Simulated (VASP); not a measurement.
# Gd (Im-3m) in VASP: relaxation of cell and atoms with PBE

Aim: the relaxation of cell and atoms of Gd with PBE.

Program: VASP 6.6.1. These are calculated values, not measurements. Logs are shortened: lines on timing, memory, paths and dates and some standing lists are left out, and cuts for length are marked.

### Step 1. The cell of the first run

Symmetry: Im-3m, No. 229, cubic system. Conventional cell: a = 3.836 Å, b = 3.836 Å, c = 3.836 Å, α = 90.00°, β = 90.00°, γ = 90.00°. Gd (site symmetry m-3m) has 14 Gd at 3.32 to 3.84 Å within 4.4 Å.

This isn't the form of Gd at room conditions, which is hcp.

### Step 2. Relaxation of cell and atoms, PBE, collinear spin, ferromagnetic start

INCAR

```
SYSTEM = Gd
ALGO = Normal
EDIFF = 1E-7
EDIFFG = -0.005
ENCUT = 600
GGA = PE
IBRION = 2
ISIF = 3
ISMEAR = -1
ISPIN = 2
LASPH = .True.
LCHARG = .False.
LMAXMIX = 6
LORBIT = 11
LREAL = .False.
LWAVE = .False.
MAGMOM = 7
NELM = 150
NSW = 100
PREC = Accurate
SIGMA = 0.05
```

KPOINTS

```
k-points
0
Gamma
  13 13 13
  0 0 0
```

POSCAR

```
Gd
1.0
   -1.9182354071      1.9182354071      1.9182354071
    1.9182354071     -1.9182354071      1.9182354071
    1.9182354071      1.9182354071     -1.9182354071
Gd
1
Direct
    0.0000000000      0.0000000000      0.0000000000
```

Potentials or basis: VASP PAW PBE potentials, release 64 (Gd).

Started as:

```sh
cat potpaw_PBE.64/Gd/POTCAR > POTCAR
mpirun -np 1 vasp_std > vasp.out
```

OUTCAR:

```text
SYSTEM = Gd
   EDIFF = 1E-7
   EDIFFG = -0.005
   ENCUT = 600
   GGA = PE
   IBRION = 2
   ISIF = 3
   ISMEAR = -1
   ISPIN = 2
   LASPH = .True.
   LORBIT = 11
   LREAL = .False.
   NELM = 150
   NSW = 100
   PREC = Accurate

 ion  position               nearest neighbor table
   1  0.000  0.000  0.000-

  LATTYP: Found a body centered cubic cell.
 ALAT       =     3.8364708142

  Lattice vectors:

 A1 = (  -1.9182354071,   1.9182354071,   1.9182354071)
 A2 = (   1.9182354071,  -1.9182354071,   1.9182354071)
 A3 = (   1.9182354071,   1.9182354071,  -1.9182354071)

Analysis of symmetry for initial positions (statically):
=====================================================================
 Subroutine PRICEL returns:
 Original cell was already a primitive cell.

 Routine SETGRP: Setting up the symmetry group for a
 body centered cubic supercell.

 Subroutine GETGRP returns: Found 48 space group operations
 (whereof 48 operations were pure point group operations)
 out of a pool of 48 trial point group operations.

The static configuration has the point symmetry O_h .

Analysis of symmetry for dynamics (positions and initial velocities):
=====================================================================
 Subroutine PRICEL returns:
 Original cell was already a primitive cell.

 Routine SETGRP: Setting up the symmetry group for a
 body centered cubic supercell.

 Subroutine GETGRP returns: Found 48 space group operations
 (whereof 48 operations were pure point group operations)
 out of a pool of 48 trial point group operations.

The dynamic configuration has the point symmetry O_h .

Analysis of structural, dynamic, and magnetic symmetry:
=====================================================================
 Subroutine PRICEL returns:
 Original cell was already a primitive cell.

 Routine SETGRP: Setting up the symmetry group for a
 body centered cubic supercell.

 Subroutine GETGRP returns: Found 48 space group operations
 (whereof 48 operations were pure point group operations)
 out of a pool of 48 trial point group operations.

The overall configuration has the point symmetry O_h .

 Subroutine INISYM returns: Found 48 space group operations
 (whereof 48 operations are pure point group operations),
 and found     1 'primitive' translations

----------------------------------------------------------------------------------------

                                     Primitive cell

  volume of cell :      28.2336

  direct lattice vectors                    reciprocal lattice vectors
[... 80 lines left out ...]
   LNONCOLLINEAR =      F non collinear calculations
   LSORBIT =      F    spin-orbit coupling
   LASPH  =      T    aspherical Exc in radial PAW
   ENCUT  =  600.0 eV  44.10 Ry    6.64 a.u.   6.64  6.64  6.64*2*pi/ulx,y,z
   NELM   =    150;   NELMIN=  2; NELMDL= -5     # of ELM steps
   EDIFF  = 0.1E-06   stopping-criterion for ELM
   LREAL  =      F    real-space projection
   EDIFFG = -.5E-02   stopping-criterion for IOM
   NSW    =    100    number of steps for IOM
   IBRION =      2    ionic relax: 0-MD 1-quasi-New 2-CG
   NFREE  =      1    steps in history (QN), initial steepest desc. (CG)
   ISIF   =      3    stress and relaxation
   ISYM   =      2    0-nonsym 1-usesym 2-fastsym
   POTIM  = 0.5000    time-step for ionic-motion
   TEBEG  =    0.0;   TEEND  =   0.0 temperature during run
   PSTRESS=    0.0 pullay stress
   NELECT =      18.0000    total number of electrons
   NUPDOWN=      -1.0000    fix difference up-down
   EMIN   =  10.00;   EMAX   =-10.00  energy-range for DOS
   EFERMI =   0.00;   METHOD = LEGACY
   ISMEAR =    -1;   SIGMA  =   0.05  broadening in eV -4-tet -1-fermi 0-gaus
   EFERMI_NEDOS =   21; number of points for ismear=-14 and -15
   IALGO  =     38    algorithm
   IMIX   =      4    mixing-type and parameters
     AMIX     =   0.40;   BMIX     =  1.00
     AMIX_MAG =   1.60;   BMIX_MAG =  1.00
  volume/ion in A,a.u.               =      28.23       190.53
  Fermi-wavevector in a.u.,A,eV,Ry     =   1.408998  2.662620 27.011318  1.985276
  Thomas-Fermi vector in A             =   2.531099
   LORBIT       =     11    0 simple, 1 ext, 2 COOP (PROOUT), +10 PAW based schemes
   GGA     = PE    functional components
   LHFCALC =     F    Hartree Fock is set to
   AEXX    =    0.0000 exact exchange contribution
   IVDW    =     0    specifies the selected vdW correction
   LEPSILON=     F    determine dielectric tensor
   LRPA    =     F    only Hartree local field effects (RPA)
 conjugate gradient relaxation of ions
 spin polarized calculation
  energy-cutoff  :      600.00
  volume of cell :       28.23
 maximum number of plane-waves:       959
   NGX = 13   NGY = 13   NGZ = 13

--------------------------------------- Ionic step        1  -------------------------------------------

 number of electron      18.0000004 magnetization       7.6170858

 Free energy of the ion-electron system (eV)
  ---------------------------------------------------
  ext. energy  EPLUGINS =         0.00000000
  ---------------------------------------------------
  free energy    TOTEN  =       -11.52630899 eV

  energy without entropy =      -11.51489036  energy(sigma->0) =      -11.52059967

 E-fermi :   3.7717     XC(G=0): -10.7001

 val. band max:        3.7649259300   @ k =   0.2308   0.1538   0.0769
 cond. band min:       3.7797148892   @ k =   0.3077   0.0000   0.0000
 fundamental gap:      0.0147889592
 Fermi energy:         3.7717178910

 spin component 1

 k-point     1 :       0.0000    0.0000    0.0000
  band No.  band energies     occupation
      1     -41.3122      1.00000
      2     -18.1335      1.00000
      3     -18.1335      1.00000
      4     -18.1335      1.00000
      5      -1.5060      1.00000
      6      -0.9717      1.00000
[... 1024 lines left out ...]
--------------------------------------- Ionic step        3  -------------------------------------------

 number of electron      18.0000008 magnetization       7.6502362

 Free energy of the ion-electron system (eV)
  ---------------------------------------------------
  ext. energy  EPLUGINS =         0.00000000
  ---------------------------------------------------
  free energy    TOTEN  =       -11.62146399 eV

  energy without entropy =      -11.60483543  energy(sigma->0) =      -11.61314971

 E-fermi :   2.9775     XC(G=0):  -9.9696

 val. band max:        2.9738127691   @ k =  -0.3846  -0.4615   0.1538
 cond. band min:       2.9780982304   @ k =  -0.3077   0.3846   0.1538
 fundamental gap:      0.0042854613
 Fermi energy:         2.9775042128

 spin component 1

 k-point     1 :       0.0000    0.0000    0.0000
  band No.  band energies     occupation
      1     -42.3448      1.00000
      2     -19.3643      1.00000
      3     -19.3643      1.00000
      4     -19.3643      1.00000
      5      -2.1106      1.00000
      6      -1.9718      1.00000
[... 983 lines left out ...]
  FREE ENERGIE OF THE ION-ELECTRON SYSTEM (eV)
  ---------------------------------------------------
  free  energy   TOTEN  =       -11.6214639866 eV

  energy  without entropy=      -11.6048354313  energy(sigma->0) =      -11.61314971

 reached required accuracy - stopping structural energy minimisation

 total charge

# of ion       s       p       d       f       tot
--------------------------------------------------
    1        2.072   5.561   0.589   6.978  15.200

 magnetization (x)

# of ion       s       p       d       f       tot
--------------------------------------------------
    1        0.002  -0.057   0.245   6.823   7.013
```

OSZICAR:

```text
N       E                     dE             d eps       ncg     rms          rms(c)
DAV:   1     0.958451454997E+02    0.95845E+02   -0.71501E+03  7064   0.608E+03
DAV:   2     0.424401897701E+01   -0.91601E+02   -0.81202E+02  7304   0.338E+02
DAV:   3    -0.808015372484E+01   -0.12324E+02   -0.11997E+02  8640   0.109E+02
[... 73 lines left out ...]
DAV:  11    -0.116214616000E+02   -0.78159E-06   -0.92295E-07  9207   0.133E-02    0.308E-02
DAV:  12    -0.116214630252E+02   -0.14252E-05   -0.33483E-06  9578   0.332E-02    0.156E-02
DAV:  13    -0.116214641217E+02   -0.10965E-05   -0.15715E-06 10053   0.137E-02    0.111E-02
DAV:  14    -0.116214639791E+02    0.14256E-06   -0.44923E-08  3709   0.411E-03    0.447E-03
DAV:  15    -0.116214639866E+02   -0.74156E-08   -0.13475E-08  3063   0.203E-03
   3 F= -.11621464E+02 E0= -.11613150E+02  d E =-.951550E-01  mag=     7.6502
```

CONTCAR:

```text
Gd
   1.00000000000000
    -2.0230754669416608    2.0230754669416608    2.0230754669416608
     2.0230754669416608   -2.0230754669416608    2.0230754669416608
     2.0230754669416608    2.0230754669416608   -2.0230754669416608
  Gd
     1
Direct
     0.0000000000000000    0.0000000000000000    0.0000000000000000

  0.00000000E+00  0.00000000E+00  0.00000000E+00
```

It took 15 min on 1 thread of Intel Xeon 8259CL, shared host; peak memory 0.25 GiB.

What came out:

| Property | Result |
| --- | --- |
| Free energy | -11.6215 eV |
| Relaxed volume | 33.12 Å³/atom |
| Relaxed cell | a = 3.504 Å, b = 3.504 Å, c = 3.504 Å, α = 109.47°, β = 109.47°, γ = 109.47° |
| Space group after relaxing (to 0.1 Å) | Im-3m (No. 229) |
| Energy gained by relaxing | 95.2 meV/atom |
| Ionic steps | 3 |
| Pressure after relaxing | 0.0 GPa |
| Net moment | 7.65 μB per cell |
| Site moments | Gd +7.01 μB |
| Valence electrons inside the program's atomic spheres | Gd 15.20 |

The path:
```csv
step,energy change (eV),largest force (eV/Å),pressure (GPa),volume (Å³)
1,0.0000,0.0000,6.98,28.23
2,-0.0946,0.0000,-0.41,33.56
3,-0.0952,0.0000,0.02,33.12
```

Final structure:
```cif
data_structure
_symmetry_space_group_name_H-M 'P 1'
_symmetry_Int_Tables_number 1
_cell_length_a 3.5041
_cell_length_b 3.5041
_cell_length_c 3.5041
_cell_angle_alpha 109.471
_cell_angle_beta 109.471
_cell_angle_gamma 109.471
_cell_volume 33.12
loop_
_atom_site_label
_atom_site_type_symbol
_atom_site_fract_x
_atom_site_fract_y
_atom_site_fract_z
_atom_site_occupancy
Gd1 Gd 0.00000 0.00000 0.00000 1
```

Caveat: the volume moved by over 15 % at a fixed basis, so the end points are rough; spin-orbit coupling is left out, which moves the levels of the heavy elements; semilocal functionals describe open f shells poorly, which spoils levels, moments and volumes. The state reached can hang on the start; a lower one may exist.
